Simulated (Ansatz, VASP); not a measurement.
## Te2Mo: VASP beside Ansatz

INCAR

```
SYSTEM = Te2Mo
ALGO = Normal
EDIFF = 1E-6
EDIFFG = -0.008
ENCUT = 520
GGA = PS
IBRION = 2
ISIF = 2
ISMEAR = 0
LASPH = .True.
LCHARG = .False.
LREAL = .False.
LWAVE = .False.
NELM = 100
NSW = 60
PREC = Accurate
SIGMA = 0.02
```

The input KPOINTS:

```
k-points
0
Gamma
  12 12 2
  0 0 0
```

POSCAR

```
Te2Mo
1.0
    3.4910750445      0.0000000000      0.0000000000
   -1.7455375222      3.0233596750      0.0000000000
    0.0000000000      0.0000000000     18.3151129245
Te Mo
2 1
Direct
    0.3333333333      0.6666666667      0.9001019060
    0.3333333333      0.6666666667      0.0998980940
    0.0000000000      0.0000000000      0.0000000000
```

Input for Ansatz:

```yaml
crystal:
  lattice:
    - [3.4910750445, 0.0, 0.0]
    - [-1.7455375222, 3.023359675, 0.0]
    - [0.0, 0.0, 18.3151129245]
  atoms:
    - { symbol: Te, position: [0.3333333333, 0.6666666667, 0.900101906] }
    - { symbol: Te, position: [0.3333333333, 0.6666666667, 0.099898094] }
    - { symbol: Mo, position: [0.0, 0.0, 0.0] }
basis:
  ecutwfc: 420
kpoints:
  mp_grid: { grid: [12, 12, 2] }
hamiltonian:
  xc: pbesol
scf:
  occupations: { method: gaussian, width: 0.02 }
output:
  forces: true
  stress: true
  eigenvalues: true
relax:
  adjacent_minimum: "off"
  f_tol: 0.008
  max_steps: 40
```

Change from the starting cell: strain along c alone, the other axes held, atoms relaxed: +4.5 %.

Alike in both runs: task relaxation of the atoms; functional PBEsol; k mesh 12 × 12 × 2; occupations gaussian, width 0.02 eV; no spin polarisation.

|  | VASP | Ansatz |
| --- | --- | --- |
| version | VASP 6.6.1 | Ansatz 0.2.0 |
| potentials or method | VASP PAW PBE potentials, release 64 (Te, Mo_sv), cutoff 520 eV | scalar-relativistic, plane waves, PAW |
| valence electrons in the cell | 26 | 46 |

|  | VASP | Ansatz | Ansatz less VASP |
| --- | --- | --- | --- |
| gap on the k mesh at the Fermi level, each at its own relaxed structure (eV) | 1.20 | 1.20 | -0.002 |

VASP's potentials were made for PBE, not for PBEsol. VASP's potentials hold 26 valence electrons a cell and Ansatz's 46, so a difference there can come from the potentials and not from the codes. Ansatz's warnings: stress scf threshold loose.

Neither program's run includes spin-orbit coupling.
